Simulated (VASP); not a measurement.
# Sb2S3 (Pnma) in VASP: notebook

The runs below take Sb2S3 through relaxation of cell and atoms, with PBEsol.

Everything below comes from runs of VASP 6.6.1. Logs are shortened: lines on timing, memory, paths and dates and some standing lists are left out, and cuts for length are marked.

## Step 1: The cell of the first run

It takes space group Pnma (No. 62, orthorhombic). Conventional cell: a = 11.311 Å, b = 3.839 Å, c = 11.223 Å, α = 90.00°, β = 90.00°, γ = 90.00°. Within 3.3 Å of Sb (site symmetry m) lie 6 S at 2.52 to 3.16 Å. Sb (site symmetry m) has 5 S at 2.46 to 2.85 Å within 3.2 Å. S (site symmetry m) has 4 Sb at 2.52 to 3.64 Å and 10 S at 3.41 to 3.96 Å within 4.0 Å. Within 3.2 Å of S (site symmetry m) lie 5 Sb at 2.46 to 3.11 Å. S (site symmetry m) has 5 Sb at 2.54 to 3.37 Å and 8 S at 3.41 to 3.84 Å within 3.9 Å.

## Step 2: Relaxation of cell and atoms, PBEsol

The input, INCAR:

```
SYSTEM = Sb2S3
PREC = Accurate ; ENCUT = 600
EDIFF = 1E-6 ; ISMEAR = 0
SIGMA = 0.03 ; LREAL = .False.
LASPH = .True. ; NELM = 80
ALGO = Normal ; ISIF = 3
LWAVE = .False. ; LCHARG = .False.
GGA = PS ; IBRION = 2
NSW = 90 ; EDIFFG = -0.01
KPAR = 4
```

The input, KPOINTS:

```
regular mesh
0
Gamma
  4 8 4
  0 0 0
```

The input, POSCAR:

```
Sb2S3
1.0
   11.3110000000      0.0000000000      0.0000000000
    0.0000000000      3.8389000000      0.0000000000
    0.0000000000      0.0000000000     11.2230000000
Sb S
8 12
Direct
    0.4706100000      0.2500000000      0.3259500000
    0.0293900000      0.7500000000      0.8259500000
    0.9706100000      0.2500000000      0.1740500000
    0.5293900000      0.7500000000      0.6740500000
    0.3505900000      0.7500000000      0.0360200000
    0.1494100000      0.2500000000      0.5360200000
    0.8505900000      0.7500000000      0.4639800000
    0.6494100000      0.2500000000      0.9639800000
    0.2921400000      0.2500000000      0.1918100000
    0.2078600000      0.7500000000      0.6918100000
    0.7921400000      0.2500000000      0.3081900000
    0.7078600000      0.7500000000      0.8081900000
    0.5498000000      0.7500000000      0.1230000000
    0.9502000000      0.2500000000      0.6230000000
    0.0498000000      0.7500000000      0.3770000000
    0.4502000000      0.2500000000      0.8770000000
    0.3751000000      0.7500000000      0.4389000000
    0.1249000000      0.2500000000      0.9389000000
    0.8751000000      0.7500000000      0.0611000000
    0.6249000000      0.2500000000      0.5611000000
```

Potentials or basis: VASP PAW PBE potentials, release 64 (Sb, S).

Command:

```
cat potpaw_PBE.64/Sb/POTCAR potpaw_PBE.64/S/POTCAR > POTCAR
mpirun -np 4 vasp_std > vasp.out
```

OUTCAR:

```text
SYSTEM = Sb2S3
   PREC = Accurate
   ENCUT = 600
   EDIFF = 1E-6
   ISMEAR = 0
   LREAL = .False.
   LASPH = .True.
   NELM = 80
   ISIF = 3
   GGA = PS
   IBRION = 2
   NSW = 90
   EDIFFG = -0.01

 ion  position               nearest neighbor table
   1  0.471  0.250  0.326-   9 2.52  17 2.54  17 2.54  13 3.11  13 3.11  20 3.16
   2  0.029  0.750  0.826-  10 2.52  18 2.54  18 2.54  14 3.11  14 3.11  19 3.16
   3  0.971  0.250  0.174-  11 2.52  19 2.54  19 2.54  15 3.11  15 3.11  18 3.16
   4  0.529  0.750  0.674-  12 2.52  20 2.54  20 2.54  16 3.11  16 3.11  17 3.16
   5  0.351  0.750  0.036-  13 2.46   9 2.68   9 2.68  16 2.85  16 2.85
   6  0.149  0.250  0.536-  14 2.46  10 2.68  10 2.68  15 2.85  15 2.85
   7  0.851  0.750  0.464-  15 2.46  11 2.68  11 2.68  14 2.85  14 2.85
   8  0.649  0.250  0.964-  16 2.46  12 2.68  12 2.68  13 2.85  13 2.85
   9  0.292  0.250  0.192-   1 2.52   5 2.68   5 2.68
  10  0.208  0.750  0.692-   2 2.52   6 2.68   6 2.68
  11  0.792  0.250  0.308-   3 2.52   7 2.68   7 2.68
  12  0.708  0.750  0.808-   4 2.52   8 2.68   8 2.68
  13  0.550  0.750  0.123-   5 2.46   8 2.85   8 2.85   1 3.11   1 3.11
  14  0.950  0.250  0.623-   6 2.46   7 2.85   7 2.85   2 3.11   2 3.11
  15  0.050  0.750  0.377-   7 2.46   6 2.85   6 2.85   3 3.11   3 3.11
  16  0.450  0.250  0.877-   8 2.46   5 2.85   5 2.85   4 3.11   4 3.11
  17  0.375  0.750  0.439-   1 2.54   1 2.54   4 3.16
  18  0.125  0.250  0.939-   2 2.54   2 2.54   3 3.16
  19  0.875  0.750  0.061-   3 2.54   3 2.54   2 3.16
  20  0.625  0.250  0.561-   4 2.54   4 2.54   1 3.16

  LATTYP: Found a simple orthorhombic cell.
 ALAT       =     3.8389000000
 B/A-ratio  =     2.9234937091
 C/A-ratio  =     2.9464169424

  Lattice vectors:

 A1 = (   0.0000000000,   3.8389000000,   0.0000000000)
 A2 = (   0.0000000000,   0.0000000000,  11.2230000000)
 A3 = (  11.3110000000,   0.0000000000,   0.0000000000)

Analysis of symmetry for initial positions (statically):
=====================================================================
 Subroutine PRICEL returns:
 Original cell was already a primitive cell.

 Routine SETGRP: Setting up the symmetry group for a
 simple orthorhombic supercell.

 Subroutine GETGRP returns: Found  8 space group operations
 (whereof  2 operations were pure point group operations)
 out of a pool of  8 trial point group operations.

The static configuration has the point symmetry S_2 .
 The point group associated with its full space group is D_2h.

Analysis of symmetry for dynamics (positions and initial velocities):
=====================================================================
 Subroutine PRICEL returns:
[... 171 lines left out ...]
   GGA     = PS    functional components
   LHFCALC =     F    Hartree Fock is set to
   AEXX    =    0.0000 exact exchange contribution
   IVDW    =     0    specifies the selected vdW correction
   LEPSILON=     F    determine dielectric tensor
   LRPA    =     F    only Hartree local field effects (RPA)
 conjugate gradient relaxation of ions
 non-spin polarized calculation
 Gauss-broadening in eV      SIGMA  =   0.03
  energy-cutoff  :      600.00
  volume of cell :      487.32
 maximum number of plane-waves:     16327
   NGX = 45   NGY = 15   NGZ = 45

--------------------------------------- Ionic step        1  -------------------------------------------

 number of electron     111.9999995 magnetization

 Free energy of the ion-electron system (eV)
  ---------------------------------------------------
  ext. energy  EPLUGINS =         0.00000000
  ---------------------------------------------------
  free energy    TOTEN  =       -94.79996636 eV

  energy without entropy =      -94.79996636  energy(sigma->0) =      -94.79996636

------------------------ aborting loop because EDIFF is reached ----------------------------------------

  FORCE on cell =-STRESS in cart. coord.  units (eV):
  Direction    XX          YY          ZZ          XY          YZ          ZX
  --------------------------------------------------------------------------------------
  -------------------------------------------------------------------------------------
  Total        1.3954358     -1.9362818     -2.4003688      0.0000000      0.0000000      0.0000000
  in kB        4.5877916     -6.3659376     -7.8917221      0.0000000      0.0000000      0.0000000
  external PRESSURE =      -3.2232893 kB  Pullay stress =       0.0000000 kB
[... 143 lines left out ...]
  FREE ENERGIE OF THE ION-ELECTRON SYSTEM (eV)
  ---------------------------------------------------
  free  energy   TOTEN  =       -94.8593563110 eV

  energy  without entropy=      -94.8593563110  energy(sigma->0) =      -94.85935631

[... ionic steps 4 to 12 ...]

--------------------------------------- Ionic step       13  -------------------------------------------

 number of electron     111.9999989 magnetization

------------------------ aborting loop because EDIFF is reached ----------------------------------------
[... 103 lines left out ...]
--------------------------------------- Ionic step       15  -------------------------------------------

 number of electron     111.9999990 magnetization

 Free energy of the ion-electron system (eV)
  ---------------------------------------------------
  ext. energy  EPLUGINS =         0.00000000
  ---------------------------------------------------
  free energy    TOTEN  =       -94.90831965 eV

  energy without entropy =      -94.90831965  energy(sigma->0) =      -94.90831965

 E-fermi :   5.6843     XC(G=0):  -9.7807

 val. band max:        5.5383514070   @ k =   0.0000   0.0000   0.0000
 cond. band min:       6.7155609689   @ k =   0.0000   0.0000   0.2500
 fundamental gap:      1.1772095619
 Fermi energy:         5.6842773264

 k-point     1 :       0.0000    0.0000    0.0000
  band No.  band energies     occupation
      1      -8.8858      2.00000
      2      -8.5702      2.00000
      3      -8.0985      2.00000
      4      -7.9741      2.00000
      5      -7.8756      2.00000
      6      -7.6076      2.00000
[... 1669 lines left out ...]
     66       8.6743      0.00000
     67       8.8987      0.00000

 [... further k-points ...]

------------------------ aborting loop because EDIFF is reached ----------------------------------------

  FORCE on cell =-STRESS in cart. coord.  units (eV):
  Direction    XX          YY          ZZ          XY          YZ          ZX
  --------------------------------------------------------------------------------------
  -------------------------------------------------------------------------------------
  Total       -0.0027080     -0.1352227     -0.0797963      0.0000000      0.0000000      0.0000000
  in kB       -0.0091952     -0.4591671     -0.2709590      0.0000000      0.0000000      0.0000000
  external PRESSURE =      -0.2464405 kB  Pullay stress =       0.0000000 kB
[... 35 lines left out ...]
  FREE ENERGIE OF THE ION-ELECTRON SYSTEM (eV)
  ---------------------------------------------------
  free  energy   TOTEN  =       -94.9083196453 eV

  energy  without entropy=      -94.9083196453  energy(sigma->0) =      -94.90831965

 reached required accuracy - stopping structural energy minimisation
```

CONTCAR:

```text
Sb2S3
   1.00000000000000
    11.2845302298572445    0.0000000000000000    0.0000000000000000
     0.0000000000000000    3.8296211943423022    0.0000000000000000
     0.0000000000000000   -0.0000000000000000   10.9181765805364073
  Sb              S
     8    12
Direct
     0.4754480274759359    0.2500000000000000    0.3259066344764594
     0.0245519725240640    0.7500000000000000    0.8259066344764595
     0.9754480274759361    0.2500000000000000    0.1740933655235405
     0.5245519725240639    0.7500000000000000    0.6740933655235405
     0.3472530307959913    0.7500000000000000    0.0323188464540695
     0.1527469692040088    0.2500000000000000    0.5323188464540695
[... 12 lines left out ...]
     0.8740520403601438    0.7500000000000000    0.0575567895544658
     0.6259479596398562    0.2500000000000000    0.5575567895544659

  0.00000000E+00  0.00000000E+00  0.00000000E+00
  0.00000000E+00  0.00000000E+00  0.00000000E+00
  0.00000000E+00  0.00000000E+00  0.00000000E+00
  0.00000000E+00  0.00000000E+00  0.00000000E+00
  0.00000000E+00  0.00000000E+00  0.00000000E+00
  0.00000000E+00  0.00000000E+00  0.00000000E+00
[... 12 lines left out ...]
  0.00000000E+00  0.00000000E+00  0.00000000E+00
  0.00000000E+00  0.00000000E+00  0.00000000E+00
```

It took 89 min on 4 MPI ranks of AMD EPYC 7R43 (Zen 3), shared host; peak memory 1.5 GiB.

Results:

```yaml
Free_energy: -94.9083 eV
Relaxed_volume: 23.59 Å³/atom
Relaxed_cell: a = 11.285 Å, b = 3.830 Å, c = 10.918 Å, α = 90.00°, β = 90.00°, γ = 90.00°
Space_group_after_relaxing_to_0.1_Å: Pnma (No. 62)
Energy_gained_by_relaxing: 5.4 meV/atom
Ionic_steps: 15
Pressure_after_relaxing: 0.0 GPa
Largest_force_after_relaxing: 0.008 eV/Å
Band_gap_on_the_k_mesh: 1.18 eV (least direct gap 1.19 eV)
```

Forces in eV/Å, atoms in the order of the input:
```
Sb   0.002  0.000  0.007
Sb  -0.002  0.000  0.007
Sb   0.002  0.000 -0.007
Sb  -0.002  0.000 -0.007
Sb  -0.002  0.000 -0.003
Sb   0.002  0.000 -0.003
Sb  -0.002  0.000  0.003
Sb   0.002  0.000  0.003
S   -0.006  0.000 -0.001
S    0.006  0.000 -0.001
S   -0.006  0.000  0.001
S    0.006  0.000  0.001
S    0.003  0.000 -0.007
S   -0.003  0.000 -0.007
S    0.003  0.000  0.007
S   -0.003  0.000  0.007
S    0.007  0.000 -0.004
S   -0.007  0.000 -0.004
S    0.007  0.000  0.004
S   -0.007  0.000  0.004
```

Step by step:
```csv
step,energy change (eV),largest force (eV/Å),pressure (GPa),volume (Å³)
1,0.0000,0.2717,-0.32,487.32
2,-0.0489,0.1533,-0.30,483.86
3,-0.0594,0.1583,-0.25,481.32
4,-0.0800,0.1252,0.11,476.82
5,-0.0827,0.1729,0.31,474.48
6,-0.0958,0.1301,-0.19,474.88
7,-0.0960,0.1329,-0.26,474.94
8,-0.1049,0.0590,0.00,471.95
9,-0.1050,0.0605,0.04,471.56
10,-0.1067,0.0418,0.00,471.70
11,-0.1074,0.0306,-0.03,471.85
12,-0.1080,0.0223,0.06,471.39
13,-0.1080,0.0248,0.07,471.32
14,-0.1083,0.0113,0.01,471.64
15,-0.1084,0.0080,-0.02,471.83
```

Final structure:
```xyz
20
Lattice="11.2845 0.0000 0.0000 0.0000 3.8296 0.0000 0.0000 0.0000 10.9182" Properties=species:S:1:pos:R:3 pbc="T T T"
Sb    5.3652    0.9574    3.5583
Sb    0.2771    2.8722    9.0174
Sb   11.0075    0.9574    1.9008
Sb    5.9193    2.8722    7.3599
Sb    3.9186    2.8722    0.3529
Sb    1.7237    0.9574    5.8120
Sb    9.5609    2.8722    5.1062
Sb    7.3659    0.9574   10.5653
S     3.2750    0.9574    2.0903
S     2.3673    2.8722    7.5494
S     8.9173    0.9574    3.3688
S     8.0095    2.8722    8.8279
S     6.1898    2.8722    1.3865
S    10.7370    0.9574    6.8456
S     0.5476    2.8722    4.0725
S     5.0947    0.9574    9.5316
S     4.2210    2.8722    4.8307
S     1.4213    0.9574   10.2898
S     9.8633    2.8722    0.6284
S     7.0635    0.9574    6.0875
```

Levels at points of the mesh, in eV from the valence-band top:
```
           k point  band 53  band 54  band 55  band 56  band 57  band 58  band 59  band 60
(0.00, 0.00, 0.00)    -0.27    -0.22    -0.17     0.00     1.24     1.47     1.51     1.82
(0.50, 0.00, 0.00)    -0.18    -0.18    -0.04    -0.04     1.44     1.44     1.71     1.71
(0.00, 0.50, 0.00)    -0.68    -0.68    -0.12    -0.12     1.90     1.90     2.17     2.17
(0.50, 0.50, 0.00)    -0.41    -0.41    -0.41    -0.41     2.13     2.13     2.13     2.13
(0.00, 0.00, 0.50)    -0.19    -0.19    -0.13    -0.13     1.20     1.20     2.02     2.02
(0.50, 0.00, 0.50)    -0.37    -0.37    -0.32    -0.32     1.27     1.27     2.02     2.02
(0.00, 0.50, 0.50)    -0.83    -0.83    -0.52    -0.52     1.71     1.71     1.89     1.89
(0.50, 0.50, 0.50)    -0.86    -0.86    -0.86    -0.86     1.93     1.93     1.93     1.93
```

Caveat: the PAW data sets were made with another functional, which shifts forces and pressure a little; spin-orbit coupling is left out, which moves the levels of the heavy elements. A k mesh can miss the band edges.

## Step 3: Relaxation of cell and atoms, PBEsol

This run uses another cell than the first one, of 23.59 Å³/atom.

The input, INCAR:

```
SYSTEM = Sb2S3
PREC = Accurate ; ENCUT = 600
EDIFF = 1E-7 ; ISMEAR = 0
SIGMA = 0.03 ; LREAL = .False.
LASPH = .True. ; NELM = 80
ALGO = Normal ; ISIF = 3
LWAVE = .False. ; LCHARG = .False.
GGA = PS ; IBRION = 2
NSW = 90 ; EDIFFG = -0.005
KPAR = 4
```

KPOINTS is that of step 2.

The input, POSCAR:

```
Sb2S3                                   
1.0
   11.2845302299      0.0000000000      0.0000000000
    0.0000000000      3.8296211943      0.0000000000
    0.0000000000     -0.0000000000     10.9181765805
  Sb              S             
     8    12
Direct
     0.4754480274759359    0.2500000000000000    0.3259066344764594
     0.0245519725240640    0.7500000000000000    0.8259066344764595
     0.9754480274759361    0.2500000000000000    0.1740933655235405
     0.5245519725240639    0.7500000000000000    0.6740933655235405
     0.3472530307959913    0.7500000000000000    0.0323188464540695
     0.1527469692040088    0.2500000000000000    0.5323188464540695
     0.8472530307959912    0.7500000000000000    0.4676811535459304
     0.6527469692040088    0.2500000000000000    0.9676811535459305
     0.2902209768917202    0.2500000000000000    0.1914533679309812
     0.2097790231082798    0.7500000000000000    0.6914533679309812
     0.7902209768917203    0.2500000000000000    0.3085466320690188
     0.7097790231082797    0.7500000000000000    0.8085466320690188
     0.5485236457442748    0.7500000000000000    0.1269945426137458
     0.9514763542557252    0.2500000000000000    0.6269945426137457
     0.0485236457442747    0.7500000000000000    0.3730054573862541
     0.4514763542557251    0.2500000000000000    0.8730054573862543
     0.3740520403601438    0.7500000000000000    0.4424432104455342
     0.1259479596398561    0.2500000000000000    0.9424432104455341
     0.8740520403601438    0.7500000000000000    0.0575567895544658
     0.6259479596398562    0.2500000000000000    0.5575567895544659
```

Potentials or basis: VASP PAW PBE potentials, release 64 (Sb, S).

Command:

```
cat potpaw_PBE.64/Sb/POTCAR potpaw_PBE.64/S/POTCAR > POTCAR
mpirun -np 4 vasp_std > vasp.out
```

It took 21 min on 4 MPI ranks of AMD EPYC 7R43 (Zen 3), shared host; peak memory 1.4 GiB.

Results (log left out):

* Free energy: -94.9077 eV
* Relaxed volume: 23.58 Å³/atom
* Relaxed cell: a = 11.285 Å, b = 3.828 Å, c = 10.916 Å, α = 90.00°, β = 90.00°, γ = 90.00°
* Space group after relaxing (to 0.1 Å): Pnma (No. 62)
* Energy gained by relaxing: 0.0 meV/atom
* Ionic steps: 4
* Pressure after relaxing: 0.0 GPa
* Largest force after relaxing: 0.004 eV/Å
* Band gap on the k mesh: 1.18 eV (least direct gap 1.19 eV)

Forces in eV/Å, atoms in the order of the input:
```
Sb   0.002  0.000 -0.002
Sb  -0.002  0.000 -0.002
Sb   0.002  0.000  0.002
Sb  -0.002  0.000  0.002
Sb  -0.001  0.000 -0.001
Sb   0.001  0.000 -0.001
Sb  -0.001  0.000  0.001
Sb   0.001  0.000  0.001
S   -0.001  0.000  0.003
S    0.001  0.000  0.003
S   -0.001  0.000 -0.003
S    0.001  0.000 -0.003
S   -0.001  0.000 -0.003
S    0.001  0.000 -0.003
S   -0.001  0.000  0.003
S    0.001  0.000  0.003
S    0.002  0.000  0.002
S   -0.002  0.000  0.002
S    0.002  0.000 -0.002
S   -0.002  0.000 -0.002
```

Final structure:
```cif
data_structure
_symmetry_space_group_name_H-M 'P 1'
_symmetry_Int_Tables_number 1
_cell_length_a 11.2852
_cell_length_b 3.8284
_cell_length_c 10.9162
_cell_angle_alpha 90.000
_cell_angle_beta 90.000
_cell_angle_gamma 90.000
_cell_volume 471.62
loop_
_atom_site_label
_atom_site_type_symbol
_atom_site_fract_x
_atom_site_fract_y
_atom_site_fract_z
_atom_site_occupancy
Sb1 Sb 0.47548 0.25000 0.32595 1
Sb2 Sb 0.02452 0.75000 0.82595 1
Sb3 Sb 0.97548 0.25000 0.17405 1
Sb4 Sb 0.52452 0.75000 0.67405 1
Sb5 Sb 0.34723 0.75000 0.03229 1
Sb6 Sb 0.15277 0.25000 0.53229 1
Sb7 Sb 0.84723 0.75000 0.46771 1
Sb8 Sb 0.65277 0.25000 0.96771 1
S1 S 0.29017 0.25000 0.19146 1
S2 S 0.20983 0.75000 0.69146 1
S3 S 0.79017 0.25000 0.30854 1
S4 S 0.70983 0.75000 0.80854 1
S5 S 0.54855 0.75000 0.12694 1
S6 S 0.95145 0.25000 0.62694 1
S7 S 0.04855 0.75000 0.37306 1
S8 S 0.45145 0.25000 0.87306 1
S9 S 0.37409 0.75000 0.44243 1
S10 S 0.12591 0.25000 0.94243 1
S11 S 0.87409 0.75000 0.05757 1
S12 S 0.62591 0.25000 0.55757 1
```

Levels at points of the mesh, in eV from the valence-band top:
```csv
k point,band 54,band 55,band 56,band 57,band 58,band 59
"(0.00, 0.00, 0.00)",-0.22,-0.17,0.00,1.23,1.47,1.51
"(0.50, 0.00, 0.00)",-0.18,-0.04,-0.04,1.44,1.44,1.71
"(0.00, 0.50, 0.00)",-0.69,-0.12,-0.12,1.90,1.90,2.16
"(0.50, 0.50, 0.00)",-0.41,-0.41,-0.41,2.13,2.13,2.13
"(0.00, 0.00, 0.50)",-0.19,-0.13,-0.13,1.20,1.20,2.02
"(0.50, 0.00, 0.50)",-0.37,-0.32,-0.32,1.27,1.27,2.02
"(0.00, 0.50, 0.50)",-0.83,-0.52,-0.52,1.71,1.71,1.89
"(0.50, 0.50, 0.50)",-0.86,-0.86,-0.86,1.93,1.93,1.93
```

Caveat: the PAW data sets were made with another functional, which shifts forces and pressure a little; spin-orbit coupling is left out, which moves the levels of the heavy elements. As with any semilocal functional, this PBEsol gap is likely too small.
